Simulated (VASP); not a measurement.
Wanted: the native input for a VASP 6.6.1 run.

```yaml
Task: single point
Functional: LDA
Potentials_or_basis: VASP PAW LDA potentials, release 64 (B)
Cutoff: 520 eV
k_mesh: 31 × 31 × 31
Occupations: fermi-dirac, width 0.1 eV
Spin: no spin polarisation
Dipole_correction: no
Further_INCAR_settings: ALGO = Normal; EDIFF = 1e-06; NBANDS = 8
```

The structure of B lies in POSCAR:

```
B
1.0
    0.0000000000      1.4175125177      1.4175125177
    1.4175125177      0.0000000000      1.4175125177
    1.4175125177      1.4175125177      0.0000000000
B
1
Direct
    0.0000000000      0.0000000000      0.0000000000
```

These files were run (other wordings do the same):

INCAR

```
  PREC = Accurate
  ENCUT = 520
  EDIFF = 1E-6
  ISMEAR = -1
  SIGMA = 0.1
  LREAL = F
  LASPH = T
  NELM = 80
  ALGO = Normal
  ISIF = 2
  LWAVE = F
  LCHARG = T
  GGA = CA
  LELF = T
  LVHAR = T
  NBANDS = 8
```

KPOINTS

```
Automatic mesh
0
Gamma
  31 31 31
```

Potentials or basis: VASP PAW LDA potentials, release 64 (B).

The run is started by

```bash
$ cat potpaw_LDA.64/B/POTCAR > POTCAR
$ mpirun -np 1 vasp_std > vasp.out
```

It gave:

```json
{"Pressure": "0.5 GPa"}
```

Run time: 6.6 s on 1 thread of Intel(R) Xeon(R) 6975P-C (Granite Rapids), on a shared host, peak memory 0.13 GiB.
